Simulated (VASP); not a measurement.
# VN (Fm-3m) in VASP: settings compared, part 2 of 2

VASP 6.6.1. The steps go on from the part before.

## Step 3: Relaxation of cell and atoms, PBE

File INCAR:

```
PREC     = Accurate       # precision mode
ENCUT    = 600            # plane-wave cutoff, eV
EDIFF    = 1E-7           # SCF threshold, eV
ISMEAR   = 0              # smearing method
SIGMA    = 0.1            # smearing width, eV
LREAL    = F              # projectors in reciprocal space
LASPH    = T              # aspherical terms in the spheres
NELM     = 120            # most SCF steps
ALGO     = Normal         # electronic algorithm
ISIF     = 3              # what is computed and relaxed
LWAVE    = F              # write WAVECAR
LCHARG   = F              # write CHGCAR
GGA      = PE             # functional
IBRION   = 2              # ionic algorithm
NSW      = 100            # ionic steps
EDIFFG   = -0.005         # ionic threshold
GGA_COMPAT= F            
NELMIN   = 4
```

File KPOINTS:

```
regular mesh
0
Gamma
  18 18 18
```

File POSCAR:

```
VN
1.0
    0.0000000000      2.0580419309      2.0580419309
    2.0580419309      0.0000000000      2.0580419309
    2.0580419309      2.0580419309      0.0000000000
V N
1 1
Direct
    0.5000000000      0.5000000000      0.5000000000
    0.0000000000      0.0000000000      0.0000000000
```

Potentials or basis: VASP PAW PBE potentials, release 64 (V_sv, N).

Command:

```console
> cat potpaw_PBE.64/V_sv/POTCAR potpaw_PBE.64/N/POTCAR > POTCAR
> mpirun -np 1 vasp_std > vasp.out
```

OUTCAR:

```text
PREC = Accurate
   ENCUT = 600
   EDIFF = 1E-7
   ISMEAR = 0
   LREAL = F
   LASPH = T
   NELM = 120
   ISIF = 3
   GGA = PE
   IBRION = 2
   NSW = 100
   EDIFFG = -0.005
   NELMIN = 4

 ion  position               nearest neighbor table
   1  0.500  0.500  0.500-   2 2.06   2 2.06   2 2.06   2 2.06   2 2.06   2 2.06
   2  0.000  0.000  0.000-   1 2.06   1 2.06   1 2.06   1 2.06   1 2.06   1 2.06

  LATTYP: Found a face centered cubic cell.
 ALAT       =     4.1160838618

  Lattice vectors:

 A1 = (   0.0000000000,   2.0580419309,   2.0580419309)
 A2 = (   2.0580419309,   0.0000000000,   2.0580419309)
 A3 = (   2.0580419309,   2.0580419309,   0.0000000000)

Analysis of symmetry for initial positions (statically):
=====================================================================
 Subroutine PRICEL returns:
 Original cell was already a primitive cell.

 Routine SETGRP: Setting up the symmetry group for a
 face centered cubic supercell.

 Subroutine GETGRP returns: Found 48 space group operations
 (whereof 48 operations were pure point group operations)
 out of a pool of 48 trial point group operations.

The static configuration has the point symmetry O_h .

Analysis of symmetry for dynamics (positions and initial velocities):
=====================================================================
 Subroutine PRICEL returns:
 Original cell was already a primitive cell.

 Routine SETGRP: Setting up the symmetry group for a
 face centered cubic supercell.

 Subroutine GETGRP returns: Found 48 space group operations
 (whereof 48 operations were pure point group operations)
 out of a pool of 48 trial point group operations.

The dynamic configuration has the point symmetry O_h .

 Subroutine INISYM returns: Found 48 space group operations
 (whereof 48 operations are pure point group operations),
 and found     1 'primitive' translations

[... 130 lines left out ...]
 maximum number of plane-waves:       594
   NGX = 11   NGY = 11   NGZ = 11

--------------------------------------- Ionic step        1  -------------------------------------------

 number of electron      18.0000005 magnetization

 Free energy of the ion-electron system (eV)
  ---------------------------------------------------
  ext. energy  EPLUGINS =         0.00000000
  ---------------------------------------------------
  free energy    TOTEN  =       -19.30786437 eV

  energy without entropy =      -19.30066618  energy(sigma->0) =      -19.30426528

------------------------ aborting loop because EDIFF is reached ----------------------------------------

  FORCE on cell =-STRESS in cart. coord.  units (eV):
  Direction    XX          YY          ZZ          XY          YZ          ZX
  --------------------------------------------------------------------------------------
  -------------------------------------------------------------------------------------
  Total        0.0781114      0.0781114      0.0781114      0.0000000      0.0000000      0.0000000
  in kB        7.1784807      7.1784807      7.1784807      0.0000000      0.0000000      0.0000000
  external PRESSURE =       7.1784807 kB  Pullay stress =       0.0000000 kB
[... 59 lines left out ...]
--------------------------------------- Ionic step        3  -------------------------------------------

 number of electron      18.0000005 magnetization

 Free energy of the ion-electron system (eV)
  ---------------------------------------------------
  ext. energy  EPLUGINS =         0.00000000
  ---------------------------------------------------
  free energy    TOTEN  =       -19.30795405 eV

  energy without entropy =      -19.30072438  energy(sigma->0) =      -19.30433921

 E-fermi :  11.9836     XC(G=0): -13.6151

 val. band max:       11.9808620717   @ k =  -0.3333   0.1111   0.0000
 cond. band min:      11.9855471449   @ k =  -0.3333   0.1667   0.0556
 fundamental gap:      0.0046850732
 Fermi energy:        11.9836108659

 k-point     1 :       0.0000    0.0000    0.0000
  band No.  band energies     occupation
      1     -53.4462      2.00000
      2     -27.0791      2.00000
      3     -27.0791      2.00000
      4     -27.0791      2.00000
      5      -5.9930      2.00000
      6       9.7561      2.00000
      7       9.7561      2.00000
      8       9.7561      2.00000
      9      10.4512      2.00000
     10      10.4512      2.00000
     11      10.4512      2.00000
     12      11.5177      2.00000
     13      11.5177      2.00000
[... 354 lines left out ...]
  band No.  band energies     occupation
      1     -53.4101      2.00000
      2     -27.3173      2.00000
      3     -27.1180      2.00000
      4     -27.0950      2.00000
      5      -4.8784      2.00000
      6       5.9608      2.00000
      7       7.0317      2.00000
      8       7.3412      2.00000
      9      11.2537      2.00000
     10      11.5681      2.00000
     11      12.0926      0.12332
     12      14.1758      0.00000
     13      15.1629      0.00000

 [... further k-points ...]
[... 5 lines left out ...]
  --------------------------------------------------------------------------------------
  -------------------------------------------------------------------------------------
  Total       -0.0014707     -0.0014707     -0.0014707      0.0000000      0.0000000      0.0000000
  in kB       -0.1348541     -0.1348541     -0.1348541      0.0000000      0.0000000      0.0000000
  external PRESSURE =      -0.1348541 kB  Pullay stress =       0.0000000 kB
[... 17 lines left out ...]
  FREE ENERGIE OF THE ION-ELECTRON SYSTEM (eV)
  ---------------------------------------------------
  free  energy   TOTEN  =       -19.3079540481 eV

  energy  without entropy=      -19.3007243799  energy(sigma->0) =      -19.30433921

 reached required accuracy - stopping structural energy minimisation
```

OSZICAR:

```text
N       E                     dE             d eps       ncg     rms          rms(c)
DAV:   1     0.174877028414E+03    0.17488E+03   -0.12310E+04  5075   0.178E+03
DAV:   2    -0.157009019614E+02   -0.19058E+03   -0.18517E+03  5388   0.469E+02
[... 27 lines left out ...]
DAV:   1    -0.193104416778E+02   -0.26810E-02   -0.56139E-02  5075   0.378E+00    0.606E-01
DAV:   2    -0.193087077630E+02    0.17339E-02   -0.12055E-02  5070   0.175E+00    0.200E-01
DAV:   3    -0.193080273640E+02    0.68040E-03   -0.22249E-03  5814   0.596E-01    0.896E-02
DAV:   4    -0.193079568802E+02    0.70484E-04   -0.37277E-04  5550   0.261E-01    0.388E-02
DAV:   5    -0.193079569937E+02   -0.11357E-06   -0.26313E-05  5190   0.639E-02    0.128E-02
DAV:   6    -0.193079540940E+02    0.28998E-05   -0.10060E-05  5625   0.299E-02    0.495E-03
DAV:   7    -0.193079540481E+02    0.45867E-07   -0.34596E-07  4897   0.722E-03
   3 F= -.19307954E+02 E0= -.19304339E+02  d E =-.896774E-04
```

CONTCAR:

```text
VN
   1.00000000000000
     0.0000000000000000    2.0596062595301663    2.0596062595301663
     2.0596062595301663    0.0000000000000000    2.0596062595301663
     2.0596062595301663    2.0596062595301663    0.0000000000000000
  V               N
     1     1
Direct
     0.5000000000000000    0.5000000000000000    0.5000000000000000
     0.0000000000000000    0.0000000000000000    0.0000000000000000

  0.00000000E+00  0.00000000E+00  0.00000000E+00
  0.00000000E+00  0.00000000E+00  0.00000000E+00
```

Wall time 37 s (1 thread of Intel Xeon 6975P-C (Granite Rapids), shared host); peak memory 0.19 GiB.

What came out:

```
Free energy                            : -19.3080 eV
Relaxed volume                         : 8.74 Å³/atom
Relaxed cell                           : a = 2.913 Å, b = 2.913 Å, c = 2.913 Å, α = 60.00°, β = 60.00°, γ = 60.00°
Space group after relaxing (to 0.05 Å) : Fm-3m (No. 225)
Energy gained by relaxing              : 0.0 meV/atom
Ionic steps                            : 3
Pressure after relaxing                : 0.0 GPa
```

Final structure:
```yaml
crystal:
  lattice:
    - [0.00000, 2.05961, 2.05961]
    - [2.05961, 0.00000, 2.05961]
    - [2.05961, 2.05961, 0.00000]
  atoms:
    - { symbol: V, position: [0.50000, 0.50000, 0.50000] }
    - { symbol: N, position: [0.00000, 0.00000, 0.00000] }
```

Caveat: the bands computed are all filled at some k points, so no gap is given; the run has no spin polarisation, though such a crystal can be magnetic.
